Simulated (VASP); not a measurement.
# Zn2SbO3 (R-3m) in VASP: a series of runs, part 2 of 2

VASP 6.6.1. Earlier steps stand in the parts before.

### 3 Single point, PBE

This run uses another cell than the first one, of 16.21 Å³/atom, 1.197 times its volume.

The input, INCAR:

```
SYSTEM = Zn2SbO3
  PREC = Accurate
  ENCUT = 520
  EDIFF = 1E-6
  ISMEAR = 0
  SIGMA = 0.1
  LREAL = .FALSE.
  LASPH = .TRUE.
  NELM = 60
  ALGO = Normal
  ISIF = 2
  LWAVE = .FALSE.
  LCHARG = .TRUE.
  GGA = PE
  LELF = .TRUE.
  LVHAR = .TRUE.
  NBANDS = 32
```

The input, KPOINTS:

```
Automatic mesh
0
G
  6 6 6
  0 0 0
```

The input, POSCAR:

```
Zn2SbO3
1.0
    2.6058272600      1.5044750700      4.1349727100
   -2.6058272600      1.5044750700      4.1349727100
    0.0000000000     -3.0089501400      4.1349727100
Zn Sb O
2 1 3
Direct
    0.6297960300      0.6297960300      0.6297960300
    0.3702039700      0.3702039700      0.3702039700
    0.0000000000      0.0000000000      0.0000000000
    0.0000000000      0.5000000000      0.0000000000
    0.5000000000      0.0000000000      0.0000000000
    0.0000000000      0.0000000000      0.5000000000
```

Potentials or basis: VASP PAW PBE potentials, release 64 (Zn, Sb, O).

On the command line:

```sh
$ cat potpaw_PBE.64/Zn/POTCAR potpaw_PBE.64/Sb/POTCAR potpaw_PBE.64/O/POTCAR > POTCAR
$ mpirun -np 1 vasp_std > vasp.out
```

OUTCAR:

```text
SYSTEM = Zn2SbO3
   PREC = Accurate
   ENCUT = 520
   EDIFF = 1E-6
   ISMEAR = 0
   LREAL = .FALSE.
   LASPH = .TRUE.
   NELM = 60
   ISIF = 2
   GGA = PE

 ion  position               nearest neighbor table
   1  0.630  0.630  0.630-   3 3.04   3 3.04   3 3.04
   2  0.370  0.370  0.370-   3 3.04   3 3.04   3 3.04
   3  0.000  0.000  0.000-   6 2.56   6 2.56   4 2.56   5 2.56   4 2.56   5 2.56   2 3.04   1 3.04
                             2 3.04   1 3.04   2 3.04   1 3.04
   4  0.000  0.500  0.000-   3 2.56   3 2.56
   5  0.500  0.000  0.000-   3 2.56   3 2.56
   6  0.000  0.000  0.500-   3 2.56   3 2.56

  LATTYP: Found a trigonal (rhomboedric) cell.
 ALAT       =     5.1138811345
 COS(alpha) =     0.4806980143

  Lattice vectors:

 A1 = (   2.6058272600,   1.5044750700,   4.1349727100)
 A2 = (  -2.6058272600,   1.5044750700,   4.1349727100)
 A3 = (   0.0000000000,  -3.0089501400,   4.1349727100)

Analysis of symmetry for initial positions (statically):
=====================================================================
 Subroutine PRICEL returns:
 Original cell was already a primitive cell.
[... 183 lines left out ...]
 fundamental gap:      0.0040733725
 Fermi energy:         2.4912761156

 k-point     1 :       0.0000    0.0000    0.0000
  band No.  band energies     occupation
      1     -14.8232      2.00000
      2     -13.4200      2.00000
      3     -13.4200      2.00000
      4      -5.8697      2.00000
      5      -4.2757      2.00000
      6      -4.2757      2.00000
[... 829 lines left out ...]
     31       9.3320      0.00000
     32      10.1541      0.00000

 [... further k-points ...]

------------------------ aborting loop because EDIFF is reached ----------------------------------------

  FORCE on cell =-STRESS in cart. coord.  units (eV):
  Direction    XX          YY          ZZ          XY          YZ          ZX
  --------------------------------------------------------------------------------------
  -------------------------------------------------------------------------------------
  Total       -3.6548545     -3.6548545    -12.9105904      0.0000000     -0.0000000      0.0000000
  in kB      -60.2041128    -60.2041128   -212.6680107      0.0000000     -0.0000000      0.0000000
  external PRESSURE =    -111.0254121 kB  Pullay stress =       0.0000000 kB

 VOLUME and BASIS-vectors are now :
 -----------------------------------------------------------------------------
  energy-cutoff  :      520.00
  volume of cell :       97.26
      direct lattice vectors                 reciprocal lattice vectors
     2.605827260  1.504475070  4.134972710     0.191877646  0.110780610  0.080613188
    -2.605827260  1.504475070  4.134972710    -0.191877646  0.110780610  0.080613188
     0.000000000 -3.008950140  4.134972710     0.000000000 -0.221561221  0.080613188

 POSITION                                       TOTAL-FORCE (eV/Angst)
 -----------------------------------------------------------------------------------
      0.00000      0.00000      7.81257        -0.000000     -0.000000      0.048994
      0.00000      0.00000      4.59235        -0.000000     -0.000000     -0.048994
      0.00000      0.00000      0.00000        -0.000000     -0.000000      0.000000
     -1.30291      0.75224      2.06749        -0.000000      0.000000      0.000000
      1.30291      0.75224      2.06749        -0.000000      0.000000      0.000000
      0.00000     -1.50448      2.06749         0.000000     -0.000000      0.000000
 -----------------------------------------------------------------------------------
    total drift:                               -0.000000      0.000000      0.000000

  FREE ENERGIE OF THE ION-ELECTRON SYSTEM (eV)
  ---------------------------------------------------
  free  energy   TOTEN  =       -17.9742537324 eV

  energy  without entropy=      -17.9138138305  energy(sigma->0) =      -17.94403378
```

OSZICAR:

```text
N       E                     dE             d eps       ncg     rms          rms(c)
DAV:   1     0.407467554979E+03    0.40747E+03   -0.21301E+04  2048   0.167E+03
DAV:   2     0.300256501612E+02   -0.37744E+03   -0.34884E+03  2312   0.404E+02
DAV:   3    -0.248317076446E+02   -0.54857E+02   -0.51583E+02  2424   0.143E+02
DAV:   4    -0.264943968740E+02   -0.16627E+01   -0.16555E+01  2144   0.279E+01
DAV:   5    -0.265159079094E+02   -0.21511E-01   -0.21504E-01  2504   0.298E+00    0.169E+01
DAV:   6    -0.241947541608E+02    0.23212E+01   -0.67777E+01  3248   0.114E+02    0.193E+01
DAV:   7    -0.180104856189E+02    0.61843E+01   -0.15690E+01  2368   0.268E+01    0.349E+00
DAV:   8    -0.180765048777E+02   -0.66019E-01   -0.16310E+00  2080   0.685E+00    0.207E+00
DAV:   9    -0.180092023492E+02    0.67303E-01   -0.99348E-02  2384   0.234E+00    0.188E+00
DAV:  10    -0.179789074477E+02    0.30295E-01   -0.93492E-02  2192   0.171E+00    0.560E-01
DAV:  11    -0.179754600862E+02    0.34474E-02   -0.70812E-03  2256   0.530E-01    0.337E-01
DAV:  12    -0.179742275515E+02    0.12325E-02   -0.47525E-03  2224   0.394E-01    0.792E-02
DAV:  13    -0.179742614178E+02   -0.33866E-04   -0.19493E-04  2520   0.142E-01    0.510E-02
DAV:  14    -0.179742727781E+02   -0.11360E-04   -0.16771E-05  2512   0.449E-02    0.514E-02
DAV:  15    -0.179742535869E+02    0.19191E-04   -0.44404E-05  2136   0.356E-02    0.635E-03
DAV:  16    -0.179742537324E+02   -0.14554E-06   -0.28209E-06  2112   0.888E-03
   1 F= -.17974254E+02 E0= -.17944034E+02  d E =-.604399E-01
```

stdout:

```text
POSCAR found type information on POSCAR ZnSbO
 POSCAR found :  3 types and       6 ions
 scaLAPACK will be used
 LDA part: xc-table for (Slater+PW92), standard interpolation
 POSCAR, INCAR and KPOINTS ok, starting setup
 FFT: planning ... GRIDC
 FFT: planning ... GRID_SOFT
 FFT: planning ... GRID
 WAVECAR not read
 entering main loop
```

Wall time 100 s (1 thread of Intel Xeon Platinum 8488C (Sapphire Rapids), shared host); peak memory 0.29 GiB.

What came out:

- Free energy: -17.9743 eV
- Pressure: -11.1 GPa
- Largest force: 0.049 eV/Å

Forces in eV/Å, atoms in the order of the input:
```
Zn   0.000  0.000  0.049
Zn   0.000  0.000 -0.049
Sb   0.000  0.000  0.000
O    0.000  0.000  0.000
O    0.000  0.000  0.000
O    0.000  0.000  0.000
```

Caveat: spin-orbit coupling is left out, which moves the levels of the heavy elements; an odd number of electrons without spin polarisation forces a metal; a magnetic or distorted state may lie lower.
